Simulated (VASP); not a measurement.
Input of a VASP 6.6.1 run:

Contents of INCAR:

```
  PREC = Accurate
  ENCUT = 520
  EDIFF = 1E-7
  ISMEAR = -1
  SIGMA = 0.05
  LREAL = False
  LASPH = True
  NELM = 60
  ALGO = Normal
  ISIF = 2
  LWAVE = False
  LCHARG = False
  GGA = B5
  ALDAX = 1.0
  AGGAX = 1.0
  AGGAC = 1.0
  ALDAC = 0.0
  NBANDS = 20
```

Contents of KPOINTS:

```
regular mesh
0
Gamma
  9 9 9
```

POSCAR

```
PbO2
1.0
    0.0000000000      2.7019920000      2.7019920000
    2.7019920000      0.0000000000      2.7019920000
    2.7019920000      2.7019920000      0.0000000000
Pb O
1 2
Direct
    0.0000000000      0.0000000000      0.0000000000
    0.7500000000      0.7500000000      0.7500000000
    0.2500000000      0.2500000000      0.2500000000
```

Potentials or basis: VASP PAW PBE potentials, release 64 (Pb_d, O).

The run is started by

```bash
$ cat potpaw_PBE.64/Pb_d/POTCAR potpaw_PBE.64/O/POTCAR > POTCAR
$ mpirun -np 1 vasp_std > vasp.out
```

(1) What does it give for the band gap on the k mesh?

(2) Predict the pressure.

Results:

(1) zero (band 13 reaches 5.92 eV, above the bottom of band 14 at 4.78 eV).

(2) 6.8 GPa.

Caveat: the PAW data sets were made with another functional, which shifts forces and pressure a little; spin-orbit coupling is left out, which moves the levels of the heavy elements.
